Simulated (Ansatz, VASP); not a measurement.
**HfC in VASP and in Ansatz**

The input INCAR:

```
PREC = Accurate ; ENCUT = 600
EDIFF = 1E-6 ; ISMEAR = -1
SIGMA = 0.05 ; LREAL = F
LASPH = T ; NELM = 60
ALGO = Normal ; ISIF = 3
LWAVE = F ; LCHARG = F
GGA = PE ; IBRION = 2
NSW = 60 ; EDIFFG = -0.005
```

File KPOINTS:

```
regular mesh
0
Gamma
  10 10 6
```

The input POSCAR:

```
HfC
1.0
    3.8346374706      0.0000000000      0.0000000000
   -1.9173187353      3.3208934639      0.0000000000
    0.0000000000      0.0000000000      5.9436880795
Hf C
2 2
Direct
    0.0000000000      0.0000000000      0.0000000000
    0.0000000000      0.0000000000      0.5000000000
    0.3333333333      0.6666666667      0.2500000000
    0.6666666667      0.3333333333      0.7500000000
```

Input for Ansatz:

```yaml
crystal:
  lattice:
    - [3.8346374706, 0.0, 0.0]
    - [-1.9173187353, 3.3208934639, 0.0]
    - [0.0, 0.0, 5.9436880795]
  atoms:
    - { symbol: Hf, position: [0.0, 0.0, 0.0] }
    - { symbol: Hf, position: [0.0, 0.0, 0.5] }
    - { symbol: C, position: [0.3333333333, 0.6666666667, 0.25] }
    - { symbol: C, position: [0.6666666667, 0.3333333333, 0.75] }
kpoints:
  mp_grid: { grid: [10, 10, 6] }
scf:
  occupations: { method: fermi_dirac, width: 0.05 }
hamiltonian:
  xc: pbe
  pseudopotentials: { kind: paw }
output:
  forces: true
  stress: true
relax:
  f_tol: 0.005
  max_steps: 40
  cell: {}
```

Alike in both runs: task relaxation of cell and atoms; functional PBE; k mesh 10 × 10 × 6; occupations fermi-dirac, width 0.05 eV; no spin polarisation.

|  | VASP | Ansatz |
| --- | --- | --- |
| version | VASP 6.6.1 | Ansatz 0.2.0 |
| potentials or method | VASP PAW PBE potentials, release 64 (Hf_pv, C) | PAW with Ansatz's default frozen-core files, scalar-relativistic |
| plane-wave cutoff (eV) | 600 | 420 |
| valence electrons in the cell | 28 | 60 |

Ansatz gave:

| Item | Value |
| --- | --- |
| relaxed volume (Å³/atom) | 13.32 |
| relaxed cell length with the largest relative difference (Å) | 5.767 |

**Question.** What did VASP give for the same quantities?

**Answer.** Relaxed volume (Å³/atom): 13.27; relaxed cell length with the largest relative difference (Å): 5.757.

VASP's potentials hold 28 valence electrons a cell and Ansatz's 60, so a difference there can come from the potentials and not from the codes.

Neither program's run includes spin-orbit coupling. Noted on VASP's run: the volume moved by over 15 % at a fixed basis, so the end points are rough.
